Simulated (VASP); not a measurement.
# Nb (I4/mmm) in VASP: a series of runs

Nb is run at these levels: PBE; tasks: single point.

Everything below comes from runs of VASP 6.6.1. Logs are shortened: lines on timing, memory, paths and dates and some standing lists are left out, and cuts for length are marked.

## Step 1: The cell of the first run

It takes space group I4/mmm (No. 139, tetragonal). The conventional cell has a = 3.494 Å, b = 3.494 Å, c = 3.328 Å, α = 90.00°, β = 90.00°, γ = 90.00°. Nb (site symmetry 4/mmm) has 14 Nb at 2.98 to 3.49 Å within 3.9 Å.

## Step 2: Single point, PBE (strain +0.050 along x and y, +0.000 along z)

Input file INCAR:

```
SYSTEM = Nb
  ALGO = Fast
  EDIFF = 1E-6
  ENCUT = 520
  GGA = PE
  ISIF = 2
  ISMEAR = 0
  LASPH = .True.
  LCHARG = .False.
  LREAL = .False.
  LWAVE = .False.
  NBANDS = 12
  NELM = 80
  PREC = Accurate
  SIGMA = 0.15
```

Input file KPOINTS:

```
k-points
0
Gamma
  20 20 20
  0 0 0
```

Input file POSCAR:

```
Nb
1.0
   -1.7471475000      1.7471475000      1.6639500000
    1.7471475000     -1.7471475000      1.6639500000
    1.7471475000      1.7471475000     -1.6639500000
Nb
1
Direct
    0.0000000000      0.0000000000      0.0000000000
```

Potentials or basis: VASP PAW PBE potentials, release 64 (Nb_sv).

Started as:

```bash
> cat potpaw_PBE.64/Nb_sv/POTCAR > POTCAR
> mpirun -np 1 vasp_std > vasp.out
```

OUTCAR:

```text
SYSTEM = Nb
   EDIFF = 1E-6
   ENCUT = 520
   GGA = PE
   ISIF = 2
   ISMEAR = 0
   LASPH = .True.
   LREAL = .False.
   NELM = 80
   PREC = Accurate

 ion  position               nearest neighbor table
   1  0.000  0.000  0.000-

  LATTYP: Found a body centered tetragonal cell.
 ALAT       =     3.4942950000
 C/A-ratio  =     0.9523809524

  Lattice vectors:

 A1 = (  -1.7471475000,   1.7471475000,   1.6639500000)
 A2 = (   1.7471475000,  -1.7471475000,   1.6639500000)
 A3 = (   1.7471475000,   1.7471475000,  -1.6639500000)

Analysis of symmetry for initial positions (statically):
=====================================================================
 Subroutine PRICEL returns:
 Original cell was already a primitive cell.

 Routine SETGRP: Setting up the symmetry group for a
 body centered tetragonal supercell.

 Subroutine GETGRP returns: Found 16 space group operations
 (whereof 16 operations were pure point group operations)
 out of a pool of 16 trial point group operations.

The static configuration has the point symmetry D_4h.

Analysis of symmetry for dynamics (positions and initial velocities):
=====================================================================
 Subroutine PRICEL returns:
 Original cell was already a primitive cell.

 Routine SETGRP: Setting up the symmetry group for a
 body centered tetragonal supercell.

 Subroutine GETGRP returns: Found 16 space group operations
 (whereof 16 operations were pure point group operations)
 out of a pool of 16 trial point group operations.

The dynamic configuration has the point symmetry D_4h.

 Subroutine INISYM returns: Found 16 space group operations
 (whereof 16 operations are pure point group operations),
 and found     1 'primitive' translations

----------------------------------------------------------------------------------------

                                     Primitive cell

  volume of cell :      20.3170

  direct lattice vectors                    reciprocal lattice vectors
    -1.747147500  1.747147500  1.663950000     0.000000000  0.286180760  0.300489798
     1.747147500 -1.747147500  1.663950000     0.286180760  0.000000000  0.300489798
     1.747147500  1.747147500 -1.663950000     0.286180760  0.286180760  0.000000000

  length of vectors
     2.978888782  2.978888782  2.978888782     0.414962103  0.414962103  0.404720713

  position of ions in fractional coordinates (direct lattice)
     0.000000000  0.000000000  0.000000000

  ion indices of the primitive-cell ions
   primitive index   ion index
                 1           1

----------------------------------------------------------------------------------------

 KPOINTS: k-points

Automatic generation of k-mesh.
 Grid dimensions read from file:
 generate k-points for:   20   20   20

 Generating k-lattice:

  Cartesian coordinates                     Fractional coordinates (reciprocal lattice)
     0.000000000  0.014309038  0.015024490     0.050000000  0.000000000  0.000000000
     0.014309038  0.000000000  0.015024490     0.000000000  0.050000000  0.000000000
     0.014309038  0.014309038  0.000000000     0.000000000  0.000000000  0.050000000

  Length of vectors
     0.020748105  0.020748105  0.020236036

  Shift w.r.t. Gamma in fractional coordinates (k-lattice)
     0.000000000  0.000000000  0.000000000

 Subroutine IBZKPT returns following result:
 ===========================================

 Found    641 irreducible k-points:

 Following reciprocal coordinates:
            Coordinates               Weight
  0.000000  0.000000  0.000000      1.000000
  0.050000  0.000000  0.000000      8.000000
  0.100000  0.000000  0.000000      8.000000
  0.150000  0.000000  0.000000      8.000000
  0.200000  0.000000  0.000000      8.000000
  0.250000  0.000000  0.000000      8.000000
[... 16 lines left out ...]
 -0.400000  0.050000  0.000000     16.000000
 -0.350000  0.050000  0.000000     16.000000
 [... further k-points ...]
   k-points           NKPTS =    641   k-points in BZ     NKDIM =    641   number of bands    NBANDS=     12
   number of dos      NEDOS =    301   number of ions     NIONS =      1
   total plane-waves  NPLWV =  13824
   dimension x,y,z NGX =    24 NGY =   24 NGZ =   24
   dimension x,y,z NGXF=    48 NGYF=   48 NGZF=   48
   ions per type =               1
   NGX,Y,Z   is equivalent  to a cutoff of  13.39, 13.39, 13.39 a.u.
   NGXF,Y,Z  is equivalent  to a cutoff of  26.79, 26.79, 26.79 a.u.
 SYSTEM =  Nb
   PREC   = accura    normal or accurate (medium, high low for compatibility)
   ISTART =      0    job   : 0-new  1-cont  2-samecut
   ICHARG =      2    charge: 1-file 2-atom 10-const
   ISPIN  =      1    spin polarized calculation?
   LNONCOLLINEAR =      F non collinear calculations
   LSORBIT =      F    spin-orbit coupling
   LASPH  =      T    aspherical Exc in radial PAW
   ENCUT  =  520.0 eV  38.22 Ry    6.18 a.u.   5.54  5.54  5.54*2*pi/ulx,y,z
   NELM   =     80;   NELMIN=  2; NELMDL= -5     # of ELM steps
   EDIFF  = 0.1E-05   stopping-criterion for ELM
   LREAL  =      F    real-space projection
   EDIFFG = 0.1E-04   stopping-criterion for IOM
   NSW    =      0    number of steps for IOM
   IBRION =     -1    ionic relax: 0-MD 1-quasi-New 2-CG
   NFREE  =      0    steps in history (QN), initial steepest desc. (CG)
   ISIF   =      2    stress and relaxation
   ISYM   =      2    0-nonsym 1-usesym 2-fastsym
   POTIM  = 0.5000    time-step for ionic-motion
   TEBEG  =    0.0;   TEEND  =   0.0 temperature during run
   PSTRESS=    0.0 pullay stress
   NELECT =      13.0000    total number of electrons
   NUPDOWN=      -1.0000    fix difference up-down
   EMIN   =  10.00;   EMAX   =-10.00  energy-range for DOS
   EFERMI =   0.00;   METHOD = LEGACY
   ISMEAR =     0;   SIGMA  =   0.15  broadening in eV -4-tet -1-fermi 0-gaus
   EFERMI_NEDOS =   21; number of points for ismear=-14 and -15
   IALGO  =     68    algorithm
   IMIX   =      4    mixing-type and parameters
     AMIX     =   0.40;   BMIX     =  1.00
     AMIX_MAG =   1.60;   BMIX_MAG =  1.00
  volume/ion in A,a.u.               =      20.32       137.11
  Fermi-wavevector in a.u.,A,eV,Ry     =   1.410705  2.665846 27.076792  1.990088
  Thomas-Fermi vector in A             =   2.532631
   LORBIT       =      0    0 simple, 1 ext, 2 COOP (PROOUT), +10 PAW based schemes
   GGA     = PE    functional components
   LHFCALC =     F    Hartree Fock is set to
   AEXX    =    0.0000 exact exchange contribution
   IVDW    =     0    specifies the selected vdW correction
   LEPSILON=     F    determine dielectric tensor
   LRPA    =     F    only Hartree local field effects (RPA)
 non-spin polarized calculation
 RMM-DIIS sequential band-by-band and
 Gauss-broadening in eV      SIGMA  =   0.15
  energy-cutoff  :      520.00
  volume of cell :       20.32
 maximum number of plane-waves:       563
 NGX is ok and might be reduce to    24
   NGX = 11   NGY = 11   NGZ = 11

 number of electron      13.0000000 magnetization

 Free energy of the ion-electron system (eV)
  ---------------------------------------------------
  ext. energy  EPLUGINS =         0.00000000
  ---------------------------------------------------
  free energy    TOTEN  =       -10.09880918 eV

  energy without entropy =      -10.07844036  energy(sigma->0) =      -10.08862477

 E-fermi :   9.5944     XC(G=0): -11.8898

 val. band max:        9.5940347958   @ k =  -0.1000   0.2500   0.0500
 cond. band min:       9.5969893960   @ k =  -0.0500  -0.3000   0.0500
 fundamental gap:      0.0029546001
 Fermi energy:         9.5943619031

 k-point     1 :       0.0000    0.0000    0.0000
  band No.  band energies     occupation
      1     -44.9725      2.00000
      2     -20.4819      2.00000
      3     -20.4819      2.00000
      4     -20.4818      2.00000
      5       3.8944      2.00000
      6       9.6621      0.52281
      7      10.1420      0.00000
      8      10.1420      0.00000
      9      12.1506      0.00000
     10      12.7878      0.00000
     11      23.1961      0.00000
     12      23.1962      0.00000

 k-point     2 :       0.0500    0.0000    0.0000
  band No.  band energies     occupation
      1     -44.9688      2.00000
      2     -20.5058      2.00000
      3     -20.4896      2.00000
      4     -20.4824      2.00000
      5       3.9868      2.00000
      6       9.6730      0.45836
      7      10.1246      0.00000
      8      10.1587      0.00000
      9      12.1417      0.00000
     10      12.7230      0.00000
     11      23.3367      0.00000
     12      23.3577      0.00000

 k-point     3 :       0.1000    0.0000    0.0000
  band No.  band energies     occupation
      1     -44.9581      2.00000
      2     -20.5749      2.00000
      3     -20.5119      2.00000
      4     -20.4839      2.00000
      5       4.2559      2.00000
      6       9.6134      0.85747
      7      10.0577      0.00001
      8      10.3094      0.00000
      9      12.1149      0.00000
     10      12.5874      0.00000
     11      23.6622      0.00000
     12      23.8308      0.00000
[... 286 lines left out ...]
 k-point    23 :      -0.4000    0.0500    0.0000
  band No.  band energies     occupation
      1     -44.8421      2.00000
      2     -21.2690      2.00000
      3     -20.7496      2.00000
      4     -20.5083      2.00000
      5       6.4329      2.00000
      6       8.3244      2.00000
      7      10.1873      0.00000
      8      12.5119      0.00000
      9      12.9553      0.00000
     10      14.0114      0.00000
     11      21.2452      0.00000
     12      22.0421      0.00000

 k-point    24 :      -0.3500    0.0500    0.0000
  band No.  band energies     occupation
      1     -44.8614      2.00000
      2     -21.1593      2.00000
      3     -20.7099      2.00000
      4     -20.5048      2.00000
      5       6.3287      2.00000
      6       8.5195      2.00000
      7       9.6965      0.33574
      8      12.3787      0.00000
      9      12.7686      0.00000
     10      13.2201      0.00000
     11      22.0350      0.00000
     12      23.0891      0.00000

 [... further k-points ...]
[... 5 lines left out ...]
  --------------------------------------------------------------------------------------
  -------------------------------------------------------------------------------------
  Total       -2.1188636     -2.1188636     -1.7080083      0.0000000     -0.0000000      0.0000000
  in kB     -167.0914283   -167.0914283   -134.6917983      0.0000000     -0.0000000      0.0000000
  external PRESSURE =    -156.2915517 kB  Pullay stress =       0.0000000 kB

 VOLUME and BASIS-vectors are now :
 -----------------------------------------------------------------------------
  energy-cutoff  :      520.00
  volume of cell :       20.32
      direct lattice vectors                 reciprocal lattice vectors
    -1.747147500  1.747147500  1.663950000     0.000000000  0.286180760  0.300489798
     1.747147500 -1.747147500  1.663950000     0.286180760  0.000000000  0.300489798
     1.747147500  1.747147500 -1.663950000     0.286180760  0.286180760  0.000000000

 POSITION                                       TOTAL-FORCE (eV/Angst)
 -----------------------------------------------------------------------------------
      0.00000      0.00000      0.00000         0.000000     -0.000000      0.000000
 -----------------------------------------------------------------------------------
    total drift:                                0.000000      0.000000     -0.000000

  FREE ENERGIE OF THE ION-ELECTRON SYSTEM (eV)
  ---------------------------------------------------
  free  energy   TOTEN  =       -10.0988091769 eV

  energy  without entropy=      -10.0784403645  energy(sigma->0) =      -10.08862477
```

Run time: 2.7 min. Hardware: 1 thread of Intel Xeon Platinum 8259CL at 2.50GHz (Skylake/Cascade Lake), shared host; peak memory 0.26 GiB.

What came out:

| Item | Value |
| --- | --- |
| Free energy | -10.0988 eV |
| Pressure | -15.6 GPa |

Caveat: the cell differs from its parent crystal (strain +0.050 along x and y, +0.000 along z).

## Step 3: Single point, PBE (strain +0.025 along x and y, +0.050 along z)

Input file INCAR:

```
ALGO = Fast
EDIFF = 1E-6
ENCUT = 520
GGA = PE
ISIF = 2
ISMEAR = 0
LASPH = T
LCHARG = F
LREAL = F
LWAVE = F
NBANDS = 12
NELM = 60
PREC = Accurate
SIGMA = 0.15
```

Input file KPOINTS:

```
k-points
0
Gamma
  20 20 20
```

Input file POSCAR:

```
Nb
1.0
   -1.7055487500      1.7055487500      1.7471475000
    1.7055487500     -1.7055487500      1.7471475000
    1.7055487500      1.7055487500     -1.7471475000
Nb
1
Direct
    0.0000000000      0.0000000000      0.0000000000
```

Potentials or basis: VASP PAW PBE potentials, release 64 (Nb_sv).

Started as:

```bash
> cat potpaw_PBE.64/Nb_sv/POTCAR > POTCAR
> mpirun -np 1 vasp_std > vasp.out
```

Run time: 2.5 min. Hardware: 1 thread of Intel Xeon Platinum 8259CL at 2.50GHz (Skylake/Cascade Lake), shared host; peak memory 0.27 GiB.

The run converged. Its results:

```
Free energy : -10.1029 eV
Pressure    : -15.8 GPa
```

Stress tensor (GPa, compression positive):
```
-15.18   0.00   0.00
  0.00 -15.18   0.00
  0.00   0.00 -17.12
```

Levels at points of the mesh, in eV from the Fermi level:
| k point | band 4 | band 5 | band 6 | band 7 | band 8 | band 9 |
| --- | --- | --- | --- | --- | --- | --- |
| (0.00, 0.00, 0.00) | -30.08 | -5.69 | 0.30 | 0.30 | 0.53 | 2.74 |
| (0.50, 0.00, 0.00) | -30.08 | -3.26 | -1.26 | 1.71 | 2.73 | 3.44 |
| (0.50, 0.50, 0.00) | -30.09 | -3.27 | -1.51 | 1.87 | 3.06 | 3.55 |
| (0.50, 0.50, 0.50) | -30.70 | -3.11 | -3.06 | 4.75 | 4.83 | 4.83 |

Caveat: the cell differs from its parent crystal (strain +0.025 along x and y, +0.050 along z).
